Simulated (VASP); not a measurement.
Fe, 1 atom in the cell. It takes space group Im-3m (No. 229, cubic). The conventional cell has a = 2.886 Å, b = 2.886 Å, c = 2.886 Å, α = 90.00°, β = 90.00°, γ = 90.00°. Fe (site symmetry m-3m) has 14 Fe at 2.50 to 2.89 Å within 3.3 Å. 

| Property | Result |
| --- | --- |
| Program | VASP 6.6.1 |
| Task | relaxation of cell and atoms |
| Functional | PBE |
| Potentials or basis | VASP PAW PBE potentials, release 64 (Fe) |
| Cutoff | 600 eV |
| k mesh | 13 × 13 × 13 |
| Occupations | fermi-dirac, width 0.05 eV |
| Spin | collinear spin, ferromagnetic start |
| Starting moments | [3.0] μB |
| Target pressure | 5 GPa |
| Dipole correction | no |
| Further INCAR settings | ALGO = Normal; EDIFF = 1e-06; IBRION = 2; EDIFFG = -0.01; NSW = 60; ISIF = 3 |

Potentials or basis: VASP PAW PBE potentials, release 64 (Fe).

Run with:

```bash
$ cat potpaw_PBE.64/Fe/POTCAR > POTCAR
$ mpirun -np 1 vasp_std > vasp.out
```

Hardware: 1 thread of Intel(R) Xeon(R) 6975P-C (Granite Rapids), with other jobs on the host.

**Question.** Estimate the wall time of this run.

**Answer.** Wall time 23 s on 1 thread of Intel(R) Xeon(R) 6975P-C (Granite Rapids), on a shared host, peak memory 0.15 GiB. Counts: scf iterations 32, k points 84, ion steps 3.
